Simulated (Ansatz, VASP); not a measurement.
## CO2 in VASP and in Ansatz

```
CELL_PARAMETERS angstrom
5.47488 0.00000 0.00000
0.00000 5.47488 0.00000
0.00000 0.00000 5.47488
ATOMIC_POSITIONS crystal
C 0.00000 0.00000 0.00000
C 0.50000 0.00000 0.50000
C 0.50000 0.50000 0.00000
C 0.00000 0.50000 0.50000
O 0.12313 0.12313 0.12313
O 0.37687 0.87687 0.62313
O 0.62313 0.37687 0.87687
O 0.87687 0.62313 0.37687
O 0.87687 0.87687 0.87687
O 0.62313 0.12313 0.37687
O 0.37687 0.62313 0.12313
O 0.12313 0.37687 0.62313
```

Alike in both runs: functional PBE; dispersion D3(BJ); k mesh 4 × 4 × 4; occupations gaussian, width 0.02 eV; no spin polarisation.

Ansatz relaxed the structure, and its values are those at the end. VASP's run is a single point on that final structure, the one shown.

```csv
,VASP,Ansatz
version,VASP 6.6.1,Ansatz 0.2.0
potentials or method,"VASP PAW PBE potentials, release 64 (C, O), cutoff 520 eV","scalar-relativistic, plane waves, PAW"
valence electrons in the cell,64,64
```

VASP gave:

* gap on the k mesh at the Fermi level (eV): 6.85
* least direct gap on the mesh (eV): 6.85
* pressure (GPa): 3.0
* rms of the force components (eV/Å): 0.301

**Question.** Estimate Ansatz's values.

**Answer.** gap on the k mesh at the Fermi level (eV): 6.88; least direct gap on the mesh (eV): 6.88; pressure (GPa): 1.3; rms of the force components (eV/Å): 0.002.

One of these differences is far larger than is usual between the two programs; its cause wasn't traced. Ansatz's warnings: stress scf threshold loose.

Noted on VASP's run: the standard files for N, O and F lose accuracy on very short bonds.
